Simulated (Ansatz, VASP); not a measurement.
# One calculation of SbTe2O, two programs

The input INCAR:

```
PREC     = Accurate       # precision mode
ENCUT    = 520            # plane-wave cutoff, eV
EDIFF    = 1E-6           # SCF threshold, eV
ISMEAR   = 0              # smearing method
SIGMA    = 0.1            # smearing width, eV
LREAL    = F              # projectors in reciprocal space
LASPH    = T              # aspherical terms in the spheres
NELM     = 100            # most SCF steps
ALGO     = Normal         # electronic algorithm
ISIF     = 2              # what is computed and relaxed
LWAVE    = F              # write WAVECAR
LCHARG   = T              # write CHGCAR
GGA      = PE             # functional
LELF     = T              # ELF
LVHAR    = T            
NBANDS   = 20             # bands
```

Contents of KPOINTS:

```
regular mesh
0
Gamma
  4 4 4
```

File POSCAR:

```
SbTe2O
1.0
    4.9083128500      0.0000000000      0.0000000000
    0.0000000000      4.9083128500      0.0000000000
    0.0000000000      0.0000000000      5.5311200300
Sb Te O
1 2 1
Direct
    0.0000000000      0.0000000000      0.2364152100
    0.5000000000      0.0000000000      0.2030584200
    0.0000000000      0.5000000000      0.2030584200
    0.5000000000      0.5000000000      0.0806110800
```

Input for Ansatz:

```yaml
crystal:
  lattice:
    - [4.90831285, 0.0, 0.0]
    - [0.0, 4.90831285, 0.0]
    - [0.0, 0.0, 5.53112003]
  atoms:
    - { symbol: Sb, position: [0.0, 0.0, 0.23641521] }
    - { symbol: Te, position: [0.5, 0.0, 0.20305842] }
    - { symbol: Te, position: [0.0, 0.5, 0.20305842] }
    - { symbol: O, position: [0.5, 0.5, 0.08061108] }
basis:
  ecutwfc: 420
kpoints:
  mp_grid: { grid: [4, 4, 4] }
hamiltonian:
  xc: pbe
scf:
  occupations: { method: gaussian, width: 0.1 }
  lower_state_search: "off"
output:
  forces: true
  stress: true
  eigenvalues: true
```

Alike in both runs: task single point; functional PBE; k mesh 4 × 4 × 4; occupations gaussian, width 0.1 eV; no spin polarisation.

|  | VASP | Ansatz |
| --- | --- | --- |
| version | VASP 6.6.1 | Ansatz 0.2.0 |
| potentials or method | VASP PAW PBE potentials, release 64 (Sb, Te, O), cutoff 520 eV | scalar-relativistic, plane waves, PAW |
| valence electrons in the cell | 23 | 53 |

|  | VASP | Ansatz | Ansatz less VASP |
| --- | --- | --- | --- |
| gap on the k mesh at the Fermi level (eV) | none | none | - |
| pressure (GPa) | 21.1 | 20.7 | -0.31 |
| traceless stress, the component that is largest in VASP (GPa) | -22.37 | -22.02 | +0.356 |
| rms of the force components (eV/Å) | 0.984 | 0.985 | +0.0007 |

Atom by atom the forces differ by 0.003 eV/Å (rms over components). A gap of «none» marks a metal or a gap that the smearing closes. With one functional, cell and mesh, what is left measures potentials, basis and numerics. VASP's potentials hold 23 valence electrons a cell and Ansatz's 53, so a difference there can come from the potentials and not from the codes.

Spin-orbit coupling is off throughout.
